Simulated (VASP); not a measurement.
# AlNi (I4/mmm) in VASP: further runs

Runs on AlNi. Level: PBEsol. Tasks: single point.

Everything below comes from runs of VASP 6.6.1. Logs are shortened: lines on timing, memory, paths and dates and some standing lists are left out, and cuts for length are marked.

## 1. The cell of the first run

The structure is tetragonal, space group I4/mmm (No. 139). The conventional cell has a = 4.048 Å, b = 4.048 Å, c = 5.724 Å, α = 90.00°, β = 90.00°, γ = 90.00°. Within 3.2 Å of Al (site symmetry mmm) lie 8 Ni at 2.41 to 2.55 Å and 6 Al at 2.86 Å. Within 3.2 Å of Ni (site symmetry 4mm) lie 8 Al at 2.41 to 2.55 Å and 6 Ni at 2.62 to 3.10 Å.

## 2. Single point, PBEsol (atoms displaced along a vibrational mode)

INCAR

```
SYSTEM = AlNi
ALGO     = Normal         ! electronic algorithm
EDIFF    = 1E-6           ! SCF threshold, eV
ENCUT    = 600            ! plane-wave cutoff, eV
GGA      = PS             ! functional
GGA_COMPAT= .False.      
ISIF     = 2              ! what is computed and relaxed
ISMEAR   = 0              ! smearing method
LASPH    = .True.         ! aspherical terms in the spheres
LCHARG   = .False.        ! write CHGCAR
LREAL    = .False.        ! projectors in reciprocal space
LWAVE    = .False.        ! write WAVECAR
NBANDS   = 21             ! bands
NELM     = 120            ! most SCF steps
PREC     = Accurate       ! precision mode
SIGMA    = 0.15           ! smearing width, eV
```

KPOINTS

```
k-points
0
Gamma
  18 18 18
  0 0 0
```

POSCAR

```
AlNi
1.0
   -2.8621655520      0.0000000000     -2.8621655520
    0.0000000000     -2.8621655520     -2.8621655520
   -2.8621655520     -2.8621655520      0.0000000000
Al Ni
2 2
Direct
    0.5000000000      0.5000000000      0.5000000000
    0.0000000000      0.0000000000      0.0000000000
    0.2290368520      0.2290368520      0.2709631480
    0.7709631480      0.7709631480      0.7290368520
```

Potentials or basis: VASP PAW PBE potentials, release 64 (Al, Ni).

The run is started by

```console
$ cat potpaw_PBE.64/Al/POTCAR potpaw_PBE.64/Ni/POTCAR > POTCAR
$ mpirun -np 1 vasp_std > vasp.out
```

OUTCAR:

```text
SYSTEM = AlNi
   EDIFF = 1E-6
   ENCUT = 600
   GGA = PS
   ISIF = 2
   ISMEAR = 0
   LASPH = .True.
   LREAL = .False.
   NELM = 120
   PREC = Accurate

 ion  position               nearest neighbor table
   1  0.500  0.500  0.500-   3 2.41   3 2.41   4 2.41   4 2.41   4 2.55   4 2.55   3 2.55   3 2.55
                             2 2.86   2 2.86   2 2.86   2 2.86   2 2.86   2 2.86
   2  0.000  0.000  0.000-   3 2.41   4 2.41   4 2.41   3 2.41   4 2.55   4 2.55   3 2.55   3 2.55
                             1 2.86   1 2.86   1 2.86   1 2.86   1 2.86   1 2.86
   3  0.229  0.229  0.271-   2 2.41   2 2.41   1 2.41   1 2.41   1 2.55   1 2.55   2 2.55   2 2.55
                             4 2.62   4 2.87   4 2.87   4 2.87   4 2.87
   4  0.771  0.771  0.729-   2 2.41   1 2.41   1 2.41   2 2.41   1 2.55   1 2.55   2 2.55   2 2.55
                             3 2.62   3 2.87   3 2.87   3 2.87   3 2.87

  LATTYP: Found a face centered cubic cell.
 ALAT       =     5.7243311040

  Lattice vectors:

 A1 = (  -2.8621655520,   0.0000000000,  -2.8621655520)
 A2 = (   0.0000000000,  -2.8621655520,  -2.8621655520)
 A3 = (  -2.8621655520,  -2.8621655520,   0.0000000000)

Analysis of symmetry for initial positions (statically):
=====================================================================
 Subroutine PRICEL returns:
 Original cell was already a primitive cell.

 Routine SETGRP: Setting up the symmetry group for a
 face centered cubic supercell.

 Subroutine GETGRP returns: Found 16 space group operations
 (whereof  8 operations were pure point group operations)
 out of a pool of 48 trial point group operations.

The static configuration has the point symmetry D_2h.
 The point group associated with its full space group is D_4h.

Analysis of symmetry for dynamics (positions and initial velocities):
=====================================================================
 Subroutine PRICEL returns:
 Original cell was already a primitive cell.

 Routine SETGRP: Setting up the symmetry group for a
 face centered cubic supercell.

 Subroutine GETGRP returns: Found 16 space group operations
 (whereof  8 operations were pure point group operations)
 out of a pool of 48 trial point group operations.

The dynamic configuration has the point symmetry D_2h.
 The point group associated with its full space group is D_4h.

 Subroutine INISYM returns: Found 16 space group operations
 (whereof  8 operations are pure point group operations),
 and found     1 'primitive' translations

----------------------------------------------------------------------------------------

                                     Primitive cell

  volume of cell :      46.8937

  direct lattice vectors                    reciprocal lattice vectors
    -2.862165552  0.000000000 -2.862165552    -0.174692900  0.174692900 -0.174692900
     0.000000000 -2.862165552 -2.862165552     0.174692900 -0.174692900 -0.174692900
    -2.862165552 -2.862165552  0.000000000    -0.174692900 -0.174692900  0.174692900

  length of vectors
     4.047713341  4.047713341  4.047713341     0.302576978  0.302576978  0.302576978

  position of ions in fractional coordinates (direct lattice)
     0.500000000  0.500000000  0.500000000
     0.000000000  0.000000000  0.000000000
     0.229036852  0.229036852  0.270963148
     0.770963148  0.770963148  0.729036852

  ion indices of the primitive-cell ions
   primitive index   ion index
                 1           1
                 2           2
                 3           3
                 4           4

----------------------------------------------------------------------------------------

 KPOINTS: k-points

Automatic generation of k-mesh.
 Grid dimensions read from file:
 generate k-points for:   18   18   18

 Generating k-lattice:

  Cartesian coordinates                     Fractional coordinates (reciprocal lattice)
    -0.009705161  0.009705161 -0.009705161     0.055555556  0.000000000  0.000000000
     0.009705161 -0.009705161 -0.009705161     0.000000000  0.055555556  0.000000000
    -0.009705161 -0.009705161  0.009705161     0.000000000  0.000000000  0.055555556

  Length of vectors
     0.016809832  0.016809832  0.016809832

  Shift w.r.t. Gamma in fractional coordinates (k-lattice)
     0.000000000  0.000000000  0.000000000

 Subroutine IBZKPT returns following result:
 ===========================================

 Found    480 irreducible k-points:

 Following reciprocal coordinates:
            Coordinates               Weight
  0.000000  0.000000  0.000000      1.000000
  0.055556  0.000000  0.000000      8.000000
  0.111111  0.000000  0.000000      8.000000
  0.166667  0.000000  0.000000      8.000000
  0.222222  0.000000  0.000000      8.000000
  0.277778  0.000000  0.000000      8.000000
[... 16 lines left out ...]
  0.388889  0.055556  0.000000      8.000000
  0.000000  0.388889  0.055556     16.000000
 [... further k-points ...]
   k-points           NKPTS =    480   k-points in BZ     NKDIM =    480   number of bands    NBANDS=     21
   number of dos      NEDOS =    301   number of ions     NIONS =      4
   total plane-waves  NPLWV =  32768
   dimension x,y,z NGX =    32 NGY =   32 NGZ =   32
   dimension x,y,z NGXF=    64 NGYF=   64 NGZF=   64
   ions per type =               2   2
   NGX,Y,Z   is equivalent  to a cutoff of  13.14, 13.14, 13.14 a.u.
   NGXF,Y,Z  is equivalent  to a cutoff of  26.29, 26.29, 26.29 a.u.
 SYSTEM =  AlNi
   PREC   = accura    normal or accurate (medium, high low for compatibility)
   ISTART =      0    job   : 0-new  1-cont  2-samecut
   ICHARG =      2    charge: 1-file 2-atom 10-const
   ISPIN  =      1    spin polarized calculation?
   LNONCOLLINEAR =      F non collinear calculations
   LSORBIT =      F    spin-orbit coupling
   LASPH  =      T    aspherical Exc in radial PAW
   ENCUT  =  600.0 eV  44.10 Ry    6.64 a.u.   8.08  8.08  8.08*2*pi/ulx,y,z
   NELM   =    120;   NELMIN=  2; NELMDL= -5     # of ELM steps
   EDIFF  = 0.1E-05   stopping-criterion for ELM
   LREAL  =      F    real-space projection
   EDIFFG = 0.1E-04   stopping-criterion for IOM
   NSW    =      0    number of steps for IOM
   IBRION =     -1    ionic relax: 0-MD 1-quasi-New 2-CG
   NFREE  =      0    steps in history (QN), initial steepest desc. (CG)
   ISIF   =      2    stress and relaxation
   ISYM   =      2    0-nonsym 1-usesym 2-fastsym
   POTIM  = 0.5000    time-step for ionic-motion
   TEBEG  =    0.0;   TEEND  =   0.0 temperature during run
   PSTRESS=    0.0 pullay stress
   NELECT =      26.0000    total number of electrons
   NUPDOWN=      -1.0000    fix difference up-down
   EMIN   =  10.00;   EMAX   =-10.00  energy-range for DOS
   EFERMI =   0.00;   METHOD = LEGACY
   ISMEAR =     0;   SIGMA  =   0.15  broadening in eV -4-tet -1-fermi 0-gaus
   EFERMI_NEDOS =   21; number of points for ismear=-14 and -15
   IALGO  =     38    algorithm
   IMIX   =      4    mixing-type and parameters
     AMIX     =   0.40;   BMIX     =  1.00
     AMIX_MAG =   1.60;   BMIX_MAG =  1.00
  volume/ion in A,a.u.               =      11.72        79.11
  Fermi-wavevector in a.u.,A,eV,Ry     =   1.344914  2.541519 24.610134  1.808794
  Thomas-Fermi vector in A             =   2.472869
   LORBIT       =      0    0 simple, 1 ext, 2 COOP (PROOUT), +10 PAW based schemes
   GGA     = PS    functional components
   LHFCALC =     F    Hartree Fock is set to
   AEXX    =    0.0000 exact exchange contribution
   IVDW    =     0    specifies the selected vdW correction
   LEPSILON=     F    determine dielectric tensor
   LRPA    =     F    only Hartree local field effects (RPA)
 non-spin polarized calculation
 Gauss-broadening in eV      SIGMA  =   0.15
  energy-cutoff  :      600.00
  volume of cell :       46.89
 maximum number of plane-waves:      1588
   NGX = 17   NGY = 17   NGZ = 17

 number of electron      26.0000001 magnetization

 Free energy of the ion-electron system (eV)
  ---------------------------------------------------
  ext. energy  EPLUGINS =         0.00000000
  ---------------------------------------------------
  free energy    TOTEN  =       -23.08568382 eV

  energy without entropy =      -23.06803722  energy(sigma->0) =      -23.07686052

 E-fermi :  10.1481     XC(G=0): -12.2548

 val. band max:       10.1474816817   @ k =   0.0000   0.2222   0.1667
 cond. band min:      10.1527898937   @ k =   0.2778   0.0556   0.4444
 fundamental gap:      0.0053082121
 Fermi energy:        10.1480576611

 k-point     1 :       0.0000    0.0000    0.0000
  band No.  band energies     occupation
      1      -1.1163      2.00000
      2       5.9402      2.00000
      3       5.9402      2.00000
      4       5.9808      2.00000
      5       6.8102      2.00000
      6       6.8199      2.00000
[... 13 lines left out ...]
     20      15.7522      0.00000
     21      15.9295      0.00000

 k-point     2 :       0.0556    0.0000    0.0000
  band No.  band energies     occupation
      1      -1.0730      2.00000
      2       5.9088      2.00000
      3       5.9574      2.00000
      4       5.9891      2.00000
      5       6.8144      2.00000
      6       6.8242      2.00000
[... 13 lines left out ...]
     20      15.6134      0.00000
     21      15.8026      0.00000

 k-point     3 :       0.1111    0.0000    0.0000
  band No.  band energies     occupation
      1      -0.9435      2.00000
      2       5.7886      2.00000
      3       6.0083      2.00000
      4       6.0363      2.00000
      5       6.8267      2.00000
      6       6.8370      2.00000
[... 13 lines left out ...]
     20      15.6325      0.00000
     21      16.0361      0.00000
[... 457 lines left out ...]
 k-point    23 :       0.3889    0.0556    0.0000
  band No.  band energies     occupation
      1       0.7855      2.00000
      2       3.8021      2.00000
      3       6.5682      2.00000
      4       6.5789      2.00000
      5       6.8527      2.00000
      6       7.0185      2.00000
[... 13 lines left out ...]
     20      18.7730      0.00000
     21      19.7930      0.00000

 k-point    24 :       0.0000    0.3889    0.0556
  band No.  band energies     occupation
      1       0.7854      2.00000
      2       3.8014      2.00000
      3       6.5616      2.00000
      4       6.5751      2.00000
      5       6.8620      2.00000
      6       7.0022      2.00000
[... 13 lines left out ...]
     20      18.8238      0.00000
     21      19.7906      0.00000

 [... further k-points ...]

------------------------ aborting loop because EDIFF is reached ----------------------------------------

  FORCE on cell =-STRESS in cart. coord.  units (eV):
  Direction    XX          YY          ZZ          XY          YZ          ZX
  --------------------------------------------------------------------------------------
  -------------------------------------------------------------------------------------
  Total        0.3203535      0.3203535      0.8173411      0.0000000      0.0000000      0.0000000
  in kB       10.9452515     10.9452515     27.9254190      0.0000000      0.0000000      0.0000000
  external PRESSURE =      16.6053073 kB  Pullay stress =       0.0000000 kB

 VOLUME and BASIS-vectors are now :
 -----------------------------------------------------------------------------
  energy-cutoff  :      600.00
  volume of cell :       46.89
      direct lattice vectors                 reciprocal lattice vectors
    -2.862165552  0.000000000 -2.862165552    -0.174692900  0.174692900 -0.174692900
     0.000000000 -2.862165552 -2.862165552     0.174692900 -0.174692900 -0.174692900
    -2.862165552 -2.862165552  0.000000000    -0.174692900 -0.174692900  0.174692900

 POSITION                                       TOTAL-FORCE (eV/Angst)
 -----------------------------------------------------------------------------------
     -2.86217     -2.86217     -2.86217        -0.000000      0.000000      0.000000
      0.00000      0.00000      0.00000        -0.000000      0.000000      0.000000
     -1.43108     -1.43108     -1.31108         0.000000     -0.000000     -0.849969
     -4.29325     -4.29325     -4.41325         0.000000     -0.000000      0.849969
 -----------------------------------------------------------------------------------
    total drift:                                0.000000      0.000000      0.000000

  FREE ENERGIE OF THE ION-ELECTRON SYSTEM (eV)
  ---------------------------------------------------
  free  energy   TOTEN  =       -23.0856838179 eV

  energy  without entropy=      -23.0680372232  energy(sigma->0) =      -23.07686052
```

Run time: 4.6 min. Hardware: 1 thread of AMD EPYC 9R45 (Zen 5), shared host; peak memory 0.55 GiB.

Results:

| Quantity | Value |
| --- | --- |
| Free energy | -23.0857 eV |
| Pressure | 1.7 GPa |
| Largest force | 0.850 eV/Å |
| Band gap on the k mesh | zero (bands 13 and 14 overlap by 2.75 eV) |

Forces in eV/Å, atoms in the order of the input:
```
Al   0.000  0.000  0.000
Al   0.000  0.000  0.000
Ni   0.000  0.000 -0.850
Ni   0.000  0.000  0.850
```

Caveat: the cell differs from its parent crystal (atoms displaced along a vibrational mode); the PAW data sets were made with another functional, which shifts forces and pressure a little. Spin polarisation is off, so any magnetic state and its effect on volume and gap are missing.

## 3. Single point, PBEsol (atoms displaced along a vibrational mode)

INCAR

```
SYSTEM = AlNi
PREC     = Accurate       ! precision mode
ENCUT    = 600            ! plane-wave cutoff, eV
EDIFF    = 1E-6           ! SCF threshold, eV
ISMEAR   = 0              ! smearing method
SIGMA    = 0.15           ! smearing width, eV
LREAL    = .False.        ! projectors in reciprocal space
LASPH    = .True.         ! aspherical terms in the spheres
NELM     = 120            ! most SCF steps
ALGO     = Normal         ! electronic algorithm
ISIF     = 2              ! what is computed and relaxed
LWAVE    = .False.        ! write WAVECAR
LCHARG   = .False.        ! write CHGCAR
GGA      = PS             ! functional
NBANDS   = 21             ! bands
GGA_COMPAT= .False.
```

KPOINTS

```
regular mesh
0
Gamma
  18 18 18
  0 0 0
```

POSCAR, as its differences from that of step 2:

```diff
@@ -10,3 +10,3 @@
     0.0000000000      0.0000000000      0.0000000000
-    0.2290368520      0.2290368520      0.2709631480
-    0.7709631480      0.7709631480      0.7290368520
+    0.2657223610      0.2657223610      0.2342776390
+    0.7342776390      0.7342776390      0.7657223610
```

Potentials or basis: VASP PAW PBE potentials, release 64 (Al, Ni).

The run is started by

```console
$ cat potpaw_PBE.64/Al/POTCAR potpaw_PBE.64/Ni/POTCAR > POTCAR
$ mpirun -np 1 vasp_std > vasp.out
```

OUTCAR:

```text
SYSTEM = AlNi
   PREC = Accurate
   ENCUT = 600
   EDIFF = 1E-6
   ISMEAR = 0
   LREAL = .False.
   LASPH = .True.
   NELM = 120
   ISIF = 2
   GGA = PS

 ion  position               nearest neighbor table
   1  0.500  0.500  0.500-   3 2.43   3 2.43   4 2.43   4 2.43   3 2.53   3 2.53   4 2.53   4 2.53
                             2 2.86   2 2.86   2 2.86   2 2.86   2 2.86   2 2.86
   2  0.000  0.000  0.000-   4 2.43   4 2.43   3 2.43   3 2.43   4 2.53   3 2.53   4 2.53   3 2.53
                             1 2.86   1 2.86   1 2.86   1 2.86   1 2.86   1 2.86
   3  0.266  0.266  0.234-   2 2.43   2 2.43   1 2.43   1 2.43   2 2.53   2 2.53   1 2.53   1 2.53
                             4 2.68   4 2.87   4 2.87   4 2.87   4 2.87   4 3.04
   4  0.734  0.734  0.766-   1 2.43   1 2.43   2 2.43   2 2.43   2 2.53   1 2.53   1 2.53   2 2.53
[... 782 lines left out ...]
  Total        0.1968225      0.1968225      0.4751104      0.0000000      0.0000000      0.0000000
  in kB        6.7246713      6.7246713     16.2327044      0.0000000      0.0000000      0.0000000
  external PRESSURE =       9.8940157 kB  Pullay stress =       0.0000000 kB

 VOLUME and BASIS-vectors are now :
 -----------------------------------------------------------------------------
  energy-cutoff  :      600.00
  volume of cell :       46.89
      direct lattice vectors                 reciprocal lattice vectors
    -2.862165552  0.000000000 -2.862165552    -0.174692900  0.174692900 -0.174692900
     0.000000000 -2.862165552 -2.862165552     0.174692900 -0.174692900 -0.174692900
    -2.862165552 -2.862165552  0.000000000    -0.174692900 -0.174692900  0.174692900

 POSITION                                       TOTAL-FORCE (eV/Angst)
 -----------------------------------------------------------------------------------
     -2.86217     -2.86217     -2.86217         0.000000      0.000000      0.000000
      0.00000      0.00000      0.00000         0.000000      0.000000      0.000000
     -1.43108     -1.43108     -1.52108         0.000000      0.000000      0.605531
     -4.29325     -4.29325     -4.20325         0.000000      0.000000     -0.605531
 -----------------------------------------------------------------------------------
    total drift:                               -0.000000     -0.000000     -0.000000

  FREE ENERGIE OF THE ION-ELECTRON SYSTEM (eV)
  ---------------------------------------------------
  free  energy   TOTEN  =       -23.1291612589 eV

  energy  without entropy=      -23.1113447613  energy(sigma->0) =      -23.12025301
```

Wall time 4.4 min (1 thread of AMD EPYC 9R45 (Zen 5), shared host); peak memory 0.56 GiB.

Results:

| Quantity | Value |
| --- | --- |
| Free energy | -23.1292 eV |
| Pressure | 1.0 GPa |
| Largest force | 0.606 eV/Å |
| Band gap on the k mesh | zero (bands 13 and 14 overlap by 2.71 eV) |

Forces in eV/Å, atoms in the order of the input:
```
Al   0.000  0.000  0.000
Al   0.000  0.000  0.000
Ni   0.000  0.000  0.606
Ni   0.000  0.000 -0.606
```

Stress tensor (GPa, compression positive):
```
0.67 0.00 0.00
0.00 0.67 0.00
0.00 0.00 1.62
```

Levels at points of the mesh, in eV from the Fermi level:
```csv
k point,band 11,band 12,band 13,band 14,band 15,band 16
"(0.00, 0.00, 0.00)",-1.03,1.99,2.01,2.01,3.97,4.53
"(0.50, 0.00, 0.00)",-2.08,-1.99,1.93,2.17,2.46,2.61
"(0.50, 0.50, 0.00)",-2.09,-1.51,-1.08,-0.63,1.49,2.60
"(0.00, 0.50, 0.50)",-2.14,-1.42,-1.05,-0.66,1.49,2.57
```

Caveat: the cell differs from its parent crystal (atoms displaced along a vibrational mode); the PAW data sets were made with another functional, which shifts forces and pressure a little. Spin polarisation is off, so any magnetic state and its effect on volume and gap are missing.

(Continued in part 2 of 3.)
